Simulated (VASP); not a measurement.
Wanted: the native input for a VASP 6.6.1 run.

```
Task                   : single point
Functional             : PBE
Potentials or basis    : VASP PAW PBE potentials, release 64 (Ni)
Cutoff                 : 520 eV
k mesh                 : 22 × 22 × 22
Occupations            : gaussian, width 0.15 eV
Spin                   : collinear spin, ferromagnetic start
Starting moments       : [0.75] μB
Dipole correction      : no
Further INCAR settings : ALGO = Normal; EDIFF = 1e-06; NBANDS = 15
```

The structure of Ni lies in POSCAR:

```
Ni
1.0
    0.0000000000      1.7239533491      2.0230064811
    1.5304483813      0.0000000000      2.0230064811
    1.5304483813      1.7239533491      0.0000000000
Ni
1
Direct
    0.0000000000      0.0000000000      0.0000000000
```

This cell differs from its parent crystal: strain +e along x and -e along y -0.0550, strain +e along z and -e/2 along x and y +0.1500.

These files were run (other wordings do the same):

INCAR

```
ALGO = Normal
EDIFF = 1E-6
ENCUT = 520
GGA = PE
ISIF = 2
ISMEAR = 0
ISPIN = 2
LASPH = T
LCHARG = T
LELF = T
LMAXMIX = 4
LORBIT = 11
LREAL = F
LVHAR = T
LWAVE = F
MAGMOM = 0.75
NBANDS = 15
NELM = 150
PREC = Accurate
SIGMA = 0.15
```

KPOINTS

```
k-points
0
Gamma
  22 22 22
```

Potentials or basis: VASP PAW PBE potentials, release 64 (Ni).

Command:

```bash
$ cat potpaw_PBE.64/Ni/POTCAR > POTCAR
$ mpirun -np 1 vasp_std > vasp.out
```

Results of the run:

* Pressure: 8.4 GPa
* Net moment: 0.53 μB per cell
* Site moments: Ni +0.54 μB
* Valence electrons inside the program's atomic spheres: Ni 9.37

Caveat: the cell differs from its parent crystal (strain +e along x and -e along y -0.0550, strain +e along z and -e/2 along x and y +0.1500); the cell stands under pressure.

It took 5.4 min on 1 thread of Intel(R) Xeon(R) Platinum 8488C (Sapphire Rapids), with other jobs on the host, peak memory 0.44 GiB.
